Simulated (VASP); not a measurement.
# Ti6O (P-31m) in VASP: a series of runs

Ti6O is run at these levels: PBEsol; tasks: single point.

All numbers are computed with VASP 6.6.1; they aren't measurements. Logs are shortened: lines on timing, memory, paths and dates and some standing lists are left out, and cuts for length are marked.

### Step 1. The cell of the first run

It takes space group P-31m (No. 162, trigonal). Conventional cell: a = 4.947 Å, b = 4.947 Å, c = 4.599 Å, α = 90.00°, β = 90.00°, γ = 120.00°. Ti (site symmetry m) has 1 O at 2.04 Å and 12 Ti at 2.76 to 2.90 Å within 3.0 Å. Within 2.7 Å of O (site symmetry -3m) lie 6 Ti at 2.04 Å.

### Step 2. Single point, PBEsol (13.92 Å³/atom)

INCAR reads:

```
PREC = Accurate
ENCUT = 520
EDIFF = 1E-6
ISMEAR = 0
SIGMA = 0.1
LREAL = F
LASPH = T
NELM = 100
ALGO = Normal
ISIF = 2
LWAVE = F
LCHARG = F
GGA = PS
NBANDS = 48
```

KPOINTS reads:

```
regular mesh
0
Gamma
  12 12 8
```

POSCAR reads:

```
Ti6O
1.0
    4.9471551824      0.0000000000      0.0000000000
   -2.4735775912      4.2843620645      0.0000000000
    0.0000000000      0.0000000000      4.5986617287
Ti O
6 1
Direct
    0.3334631708      0.0000000000      0.2597238596
    0.0000000000      0.3334631708      0.2597238596
    0.6665368292      0.6665368292      0.2597238596
    0.0000000000      0.6665368292      0.7402761404
    0.6665368292      0.0000000000      0.7402761404
    0.3334631708      0.3334631708      0.7402761404
    0.0000000000      0.0000000000      0.0000000000
```

Potentials or basis: VASP PAW PBE potentials, release 64 (Ti_sv, O).

On the command line:

```sh
> cat potpaw_PBE.64/Ti_sv/POTCAR potpaw_PBE.64/O/POTCAR > POTCAR
> mpirun -np 1 vasp_std > vasp.out
```

OUTCAR:

```text
PREC = Accurate
   ENCUT = 520
   EDIFF = 1E-6
   ISMEAR = 0
   LREAL = F
   LASPH = T
   NELM = 100
   ISIF = 2
   GGA = PS

 ion  position               nearest neighbor table
   1  0.333  0.000  0.260-   7 2.04   5 2.76   6 2.76   4 2.76   2 2.86   3 2.86   3 2.86   2 2.86
                             2 2.86   3 2.86   5 2.90   4 2.90   6 2.90
   2  0.000  0.333  0.260-   7 2.04   4 2.76   6 2.76   5 2.76   3 2.86   3 2.86   1 2.86   1 2.86
                             1 2.86   3 2.86   4 2.90   6 2.90   5 2.90
   3  0.667  0.667  0.260-   7 2.04   6 2.76   4 2.76   5 2.76   2 2.86   2 2.86   1 2.86   1 2.86
                             1 2.86   2 2.86   6 2.90   4 2.90   5 2.90
   4  0.000  0.667  0.740-   7 2.04   2 2.76   3 2.76   1 2.76   6 2.86   6 2.86   5 2.86   5 2.86
                             5 2.86   6 2.86   2 2.90   3 2.90   1 2.90
   5  0.667  0.000  0.740-   7 2.04   1 2.76   3 2.76   2 2.76   6 2.86   4 2.86   6 2.86   4 2.86
                             6 2.86   4 2.86   1 2.90   2 2.90   3 2.90
   6  0.333  0.333  0.740-   7 2.04   3 2.76   2 2.76   1 2.76   4 2.86   4 2.86   5 2.86   5 2.86
                             5 2.86   4 2.86   3 2.90   2 2.90   1 2.90
   7  0.000  0.000  0.000-   1 2.04   5 2.04   3 2.04   4 2.04   2 2.04   6 2.04

  LATTYP: Found a hexagonal cell.
 ALAT       =     4.9471551824
 C/A-ratio  =     0.9295567976

  Lattice vectors:

 A1 = (   4.9471551824,   0.0000000000,   0.0000000000)
 A2 = (  -2.4735775912,   4.2843620645,   0.0000000000)
 A3 = (   0.0000000000,   0.0000000000,   4.5986617287)

Analysis of symmetry for initial positions (statically):
=====================================================================
 Subroutine PRICEL returns:
 Original cell was already a primitive cell.

 Routine SETGRP: Setting up the symmetry group for a
 hexagonal supercell.

 Subroutine GETGRP returns: Found 12 space group operations
 (whereof 12 operations were pure point group operations)
 out of a pool of 24 trial point group operations.

The static configuration has the point symmetry D_3d.

Analysis of symmetry for dynamics (positions and initial velocities):
=====================================================================
 Subroutine PRICEL returns:
 Original cell was already a primitive cell.

 Routine SETGRP: Setting up the symmetry group for a
 hexagonal supercell.

 Subroutine GETGRP returns: Found 12 space group operations
 (whereof 12 operations were pure point group operations)
 out of a pool of 24 trial point group operations.

The dynamic configuration has the point symmetry D_3d.

 Subroutine INISYM returns: Found 12 space group operations
 (whereof 12 operations are pure point group operations),
 and found     1 'primitive' translations

----------------------------------------------------------------------------------------

                                     Primitive cell

  volume of cell :      97.4705

  direct lattice vectors                    reciprocal lattice vectors
     4.947155182  0.000000000  0.000000000     0.202136372  0.116703489  0.000000000
    -2.473577591  4.284362064  0.000000000     0.000000000  0.233406978  0.000000000
     0.000000000  0.000000000  4.598661729     0.000000000  0.000000000  0.217454568

  length of vectors
     4.947155182  4.947155182  4.598661729     0.233406978  0.233406978  0.217454568

  position of ions in fractional coordinates (direct lattice)
     0.333463171  0.000000000  0.259723860
     1.000000000  0.333463171  0.259723860
     0.666536829  0.666536829  0.259723860
     1.000000000  0.666536829  0.740276140
     0.666536829  0.000000000  0.740276140
     0.333463171  0.333463171  0.740276140
     0.000000000  0.000000000  0.000000000

  ion indices of the primitive-cell ions
   primitive index   ion index
                 1           1
                 2           2
                 3           3
                 4           4
                 5           5
                 6           6
                 7           7

----------------------------------------------------------------------------------------

 KPOINTS: regular mesh

Automatic generation of k-mesh.
 Grid dimensions read from file:
 generate k-points for:   12   12    8

 Generating k-lattice:

  Cartesian coordinates                     Fractional coordinates (reciprocal lattice)
     0.016844698  0.009725291  0.000000000     0.083333333 -0.000000000  0.000000000
     0.000000000  0.019450581  0.000000000     0.000000000  0.083333333  0.000000000
     0.000000000  0.000000000  0.027181821     0.000000000  0.000000000  0.125000000

  Length of vectors
     0.019450581  0.019450581  0.027181821

  Shift w.r.t. Gamma in fractional coordinates (k-lattice)
     0.000000000  0.000000000  0.000000000

 Subroutine IBZKPT returns following result:
 ===========================================

 Found    131 irreducible k-points:

 Following reciprocal coordinates:
            Coordinates               Weight
  0.000000  0.000000  0.000000      1.000000
  0.083333  0.000000  0.000000      6.000000
  0.166667  0.000000  0.000000      6.000000
  0.250000  0.000000  0.000000      6.000000
  0.333333  0.000000  0.000000      6.000000
  0.416667  0.000000  0.000000      6.000000
[... 16 lines left out ...]
  0.250000  0.000000  0.125000     12.000000
  0.333333  0.000000  0.125000     12.000000
 [... further k-points ...]
   k-points           NKPTS =    131   k-points in BZ     NKDIM =    131   number of bands    NBANDS=     48
   number of dos      NEDOS =    301   number of ions     NIONS =      7
   total plane-waves  NPLWV =  57600
   dimension x,y,z NGX =    40 NGY =   40 NGZ =   36
   dimension x,y,z NGXF=    80 NGYF=   80 NGZF=   72
   ions per type =               6   1
   NGX,Y,Z   is equivalent  to a cutoff of  13.44, 13.44, 13.01 a.u.
   NGXF,Y,Z  is equivalent  to a cutoff of  26.88, 26.88, 26.03 a.u.
 SYSTEM =  unknown system
   PREC   = accura    normal or accurate (medium, high low for compatibility)
   ISTART =      0    job   : 0-new  1-cont  2-samecut
   ICHARG =      2    charge: 1-file 2-atom 10-const
   ISPIN  =      1    spin polarized calculation?
   LNONCOLLINEAR =      F non collinear calculations
   LSORBIT =      F    spin-orbit coupling
   LASPH  =      T    aspherical Exc in radial PAW
   ENCUT  =  520.0 eV  38.22 Ry    6.18 a.u.   9.20  9.20  8.55*2*pi/ulx,y,z
   NELM   =    100;   NELMIN=  2; NELMDL= -5     # of ELM steps
   EDIFF  = 0.1E-05   stopping-criterion for ELM
   LREAL  =      F    real-space projection
   EDIFFG = 0.1E-04   stopping-criterion for IOM
   NSW    =      0    number of steps for IOM
   IBRION =     -1    ionic relax: 0-MD 1-quasi-New 2-CG
   NFREE  =      0    steps in history (QN), initial steepest desc. (CG)
   ISIF   =      2    stress and relaxation
   ISYM   =      2    0-nonsym 1-usesym 2-fastsym
   POTIM  = 0.5000    time-step for ionic-motion
   TEBEG  =    0.0;   TEEND  =   0.0 temperature during run
   PSTRESS=    0.0 pullay stress
   NELECT =      78.0000    total number of electrons
   NUPDOWN=      -1.0000    fix difference up-down
   EMIN   =  10.00;   EMAX   =-10.00  energy-range for DOS
   EFERMI =   0.00;   METHOD = LEGACY
   ISMEAR =     0;   SIGMA  =   0.10  broadening in eV -4-tet -1-fermi 0-gaus
   EFERMI_NEDOS =   21; number of points for ismear=-14 and -15
   IALGO  =     38    algorithm
   IMIX   =      4    mixing-type and parameters
     AMIX     =   0.40;   BMIX     =  1.00
     AMIX_MAG =   1.60;   BMIX_MAG =  1.00
  volume/ion in A,a.u.               =      13.92        93.97
  Fermi-wavevector in a.u.,A,eV,Ry     =   1.519901  2.872196 31.430807  2.310099
  Thomas-Fermi vector in A             =   2.628824
   LORBIT       =      0    0 simple, 1 ext, 2 COOP (PROOUT), +10 PAW based schemes
   GGA     = PS    functional components
   LHFCALC =     F    Hartree Fock is set to
   AEXX    =    0.0000 exact exchange contribution
   IVDW    =     0    specifies the selected vdW correction
   LEPSILON=     F    determine dielectric tensor
   LRPA    =     F    only Hartree local field effects (RPA)
 non-spin polarized calculation
 Gauss-broadening in eV      SIGMA  =   0.10
  energy-cutoff  :      520.00
  volume of cell :       97.47
 maximum number of plane-waves:      2645
 NGX is ok and might be reduce to    40
   NGX = 19   NGY = 19   NGZ = 17

 number of electron      78.0000000 magnetization

 Free energy of the ion-electron system (eV)
  ---------------------------------------------------
  ext. energy  EPLUGINS =         0.00000000
  ---------------------------------------------------
  free energy    TOTEN  =       -61.06507577 eV

  energy without entropy =      -61.04380274  energy(sigma->0) =      -61.05443925

 E-fermi :   9.4910     XC(G=0): -12.3396

 val. band max:        9.4860547753   @ k =   0.1667   0.0833   0.3750
 cond. band min:       9.4919123281   @ k =   0.2500   0.0833   0.2500
 fundamental gap:      0.0058575528
 Fermi energy:         9.4909819282

 k-point     1 :       0.0000    0.0000    0.0000
  band No.  band energies     occupation
      1     -46.9750      2.00000
      2     -46.7903      2.00000
      3     -46.7648      2.00000
      4     -46.7648      2.00000
      5     -46.7623      2.00000
      6     -46.7623      2.00000
[... 40 lines left out ...]
     47      11.2885      0.00000
     48      11.2909      0.00000

 k-point     2 :       0.0833    0.0000    0.0000
  band No.  band energies     occupation
      1     -46.9717      2.00000
      2     -46.7889      2.00000
      3     -46.7745      2.00000
      4     -46.7733      2.00000
      5     -46.7560      2.00000
      6     -46.7552      2.00000
[... 40 lines left out ...]
     47      11.1717      0.00000
     48      11.2008      0.00000

 k-point     3 :       0.1667    0.0000    0.0000
  band No.  band energies     occupation
      1     -46.9620      2.00000
      2     -46.7891      2.00000
      3     -46.7849      2.00000
      4     -46.7832      2.00000
      5     -46.7513      2.00000
      6     -46.7493      2.00000
[... 1060 lines left out ...]
     47      11.0257      0.00000
     48      11.3633      0.00000

 k-point    24 :       0.3333    0.0000    0.1250
  band No.  band energies     occupation
      1     -46.9212      2.00000
      2     -46.8260      2.00000
      3     -46.7981      2.00000
      4     -46.7765      2.00000
      5     -46.7500      2.00000
      6     -46.7489      2.00000
[... 40 lines left out ...]
     47      11.1159      0.00000
     48      11.6169      0.00000

 [... further k-points ...]
[... 5 lines left out ...]
  --------------------------------------------------------------------------------------
  -------------------------------------------------------------------------------------
  Total        5.9789833      5.9789833      6.0044215     -0.0000000      0.0000000     -0.0000000
  in kB       98.2799113     98.2799113     98.6980538     -0.0000000      0.0000000     -0.0000000
  external PRESSURE =      98.4192921 kB  Pullay stress =       0.0000000 kB

 VOLUME and BASIS-vectors are now :
 -----------------------------------------------------------------------------
  energy-cutoff  :      520.00
  volume of cell :       97.47
      direct lattice vectors                 reciprocal lattice vectors
     4.947155182  0.000000000  0.000000000     0.202136372  0.116703489  0.000000000
    -2.473577591  4.284362064  0.000000000     0.000000000  0.233406978  0.000000000
     0.000000000  0.000000000  4.598661729     0.000000000  0.000000000  0.217454568

 POSITION                                       TOTAL-FORCE (eV/Angst)
 -----------------------------------------------------------------------------------
      1.64969      0.00000      1.19438         0.035884     -0.000000      0.028985
     -0.82485      1.42868      1.19438        -0.017942      0.031076      0.028985
      1.64873      2.85569      1.19438        -0.017942     -0.031076      0.028985
     -1.64873      2.85569      3.40428         0.017942     -0.031076     -0.028985
      3.29746      0.00000      3.40428        -0.035884      0.000000     -0.028985
      0.82485      1.42868      3.40428         0.017942      0.031076     -0.028985
      0.00000      0.00000      0.00000         0.000000      0.000000     -0.000000
 -----------------------------------------------------------------------------------
    total drift:                                0.000000     -0.000000      0.000000

  FREE ENERGIE OF THE ION-ELECTRON SYSTEM (eV)
  ---------------------------------------------------
  free  energy   TOTEN  =       -61.0650757657 eV

  energy  without entropy=      -61.0438027399  energy(sigma->0) =      -61.05443925
```

Wall time 16 min (1 thread of AMD EPYC 7R13, shared host); peak memory 0.51 GiB.

What came out:

```
Free energy            : -61.0651 eV
Pressure               : 9.8 GPa
Largest force          : 0.046 eV/Å
Band gap on the k mesh : zero (bands 39 and 40 overlap by 0.54 eV)
```

Forces in eV/Å, atoms in the order of the input:
```
Ti   0.036  0.000  0.029
Ti  -0.018  0.031  0.029
Ti  -0.018 -0.031  0.029
Ti   0.018 -0.031 -0.029
Ti  -0.036  0.000 -0.029
Ti   0.018  0.031 -0.029
O    0.000  0.000  0.000
```

Caveat: the cell stands under pressure; the PAW data sets were made with another functional, which shifts forces and pressure a little.

(Continued in part 2 of 2.)
